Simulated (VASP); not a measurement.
## TaSi3: single point with PBE

Crystal: TaSi3.

```
Ta Si
1.0
     4.93338    0.00000    0.00000
     0.00000    4.93338    0.00000
     0.00000    0.00000    4.93338
Ta Si
2 6
Direct
  0.00000 0.00000 0.00000
  0.50000 0.50000 0.50000
  0.00000 0.50000 0.25000
  0.00000 0.50000 0.75000
  0.25000 0.00000 0.50000
  0.75000 0.00000 0.50000
  0.50000 0.75000 0.00000
  0.50000 0.25000 0.00000
```

```
Program             : VASP 6.6.1
Task                : single point
Functional          : PBE
Potentials or basis : VASP PAW PBE potentials, release 64 (Ta_pv, Si)
Cutoff              : 500 eV
k mesh              : 4 × 4 × 4
Occupations         : gaussian, width 0.1 eV
Spin                : no spin polarisation
```

```yaml
Pressure: 0.0 GPa
Band_gap_on_the_k_mesh: zero (band 23 reaches 9.40 eV, above the bottom of band 24 at 8.42 eV)
```

Levels at points of the mesh, in eV from the Fermi level:
| k point | band 20 | band 21 | band 22 | band 23 | band 24 | band 25 | band 26 | band 27 |
| --- | --- | --- | --- | --- | --- | --- | --- | --- |
| (0.00, 0.00, 0.00) | -2.10 | -2.10 | -0.35 | -0.35 | -0.35 | 0.84 | 0.84 | 0.84 |
| (0.50, 0.00, 0.00) | -2.28 | 0.10 | 0.10 | 0.25 | 0.25 | 2.47 | 2.47 | 2.49 |
| (0.50, 0.50, 0.00) | -2.02 | -0.59 | -0.59 | 0.42 | 0.62 | 0.63 | 1.03 | 2.49 |
| (0.50, 0.50, 0.50) | -0.56 | -0.56 | -0.56 | -0.56 | -0.56 | 1.96 | 1.96 | 1.96 |

Run time: 72 s on 1 thread of Intel Xeon 8259CL, with other jobs on the host, peak memory 0.21 GiB.

Caveat: spin-orbit coupling is left out, which moves the levels of the heavy elements.
